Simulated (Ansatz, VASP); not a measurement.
**Te in VASP and in Ansatz**

File INCAR:

```
SYSTEM = Te
ALGO = Normal
EDIFF = 1E-6
ENCUT = 520
GGA = PE
ISIF = 2
ISMEAR = 0
LASPH = .TRUE.
LCHARG = .FALSE.
LREAL = .FALSE.
LWAVE = .FALSE.
NBANDS = 16
NELM = 60
PREC = Accurate
SIGMA = 0.05
```

Contents of KPOINTS:

```
k-points
0
G
  9 9 6
  0 0 0
```

File POSCAR:

```
Te
1.0
    4.5883067829      0.0000000000      0.0000000000
   -2.2941533915      3.9986464420      0.0009265778
    0.0000000000      0.0014220000      6.2062597500
Te
3
Direct
    0.7749592871      0.0000000000      0.3333333333
   -0.0193958206      0.7361676460      0.6630514348
    0.2444365334      0.2638323540      0.0036152319
```

Input for Ansatz:

```yaml
crystal:
  lattice:
    - [4.5883067829, 0.0, 0.0]
    - [-2.2941533915, 3.998646442, 0.0009265778]
    - [0.0, 0.001422, 6.20625975]
  atoms:
    - { symbol: Te, position: [0.7749592871, 0.0, 0.3333333333] }
    - { symbol: Te, position: [-0.0193958206, 0.736167646, 0.6630514348] }
    - { symbol: Te, position: [0.2444365334, 0.263832354, 0.0036152319] }
basis:
  ecutwfc: 420
kpoints:
  mp_grid: { grid: [9, 9, 6] }
hamiltonian:
  xc: pbe
scf:
  occupations: { method: gaussian, width: 0.05 }
output:
  forces: true
  stress: true
  eigenvalues: true
```

Alike in both runs: task single point; functional PBE; k mesh 9 × 9 × 6; occupations gaussian, width 0.05 eV; no spin polarisation.

|  | VASP | Ansatz |
| --- | --- | --- |
| version | VASP 6.6.1 | Ansatz 0.2.0 |
| potentials or method | VASP PAW PBE potentials, release 64 (Te), cutoff 520 eV | scalar-relativistic, plane waves, PAW |
| valence electrons in the cell | 18 | 48 |

```csv
,VASP,Ansatz,Ansatz less VASP
gap on the k mesh at the Fermi level (eV),0.17,0.18,+0.009
least direct gap on the mesh (eV),0.17,0.18,+0.009
pressure (GPa),-0.4,-0.4,-0.03
"traceless stress, the component that is largest in VASP (GPa)",-1.57,-1.56,+0.018
rms of the force components (eV/Å),0.348,0.341,-0.0067
```

Atom by atom the forces differ by 0.008 eV/Å (rms over components). VASP's potentials hold 18 valence electrons a cell and Ansatz's 48, so a difference there can come from the potentials and not from the codes.

Spin-orbit coupling is off throughout.
